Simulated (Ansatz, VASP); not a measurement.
## NaH: VASP beside Ansatz

```
Na H
1.0
     0.00000    2.45616    2.45616
     2.45616    0.00000    2.45616
     2.45616    2.45616    0.00000
Na H
1 1
Direct
  0.00000 0.00000 0.00000
  0.50000 0.50000 0.50000
```

Change from the starting cell: volume scaled by 1.02.

Alike in both runs: task single point; functional PBEsol; k mesh 9 × 9 × 9; occupations fermi-dirac, width 0.03 eV; no spin polarisation.

|  | VASP | Ansatz |
| --- | --- | --- |
| version | VASP 6.6.1 | Ansatz 0.2.0 |
| potentials or method | VASP PAW PBE potentials, release 64 (Na_pv, H), cutoff 520 eV | all-electron LAPW, scalar-relativistic |

```csv
,VASP,Ansatz,Ansatz less VASP
gap on the k mesh at the Fermi level (eV),3.79,3.79,+0.002
pressure (GPa),-1.6,-1.6,+0.03
```

VASP's potentials were made for PBE, not for PBEsol. Ansatz ran all-electron here, and VASP with PAW potentials.
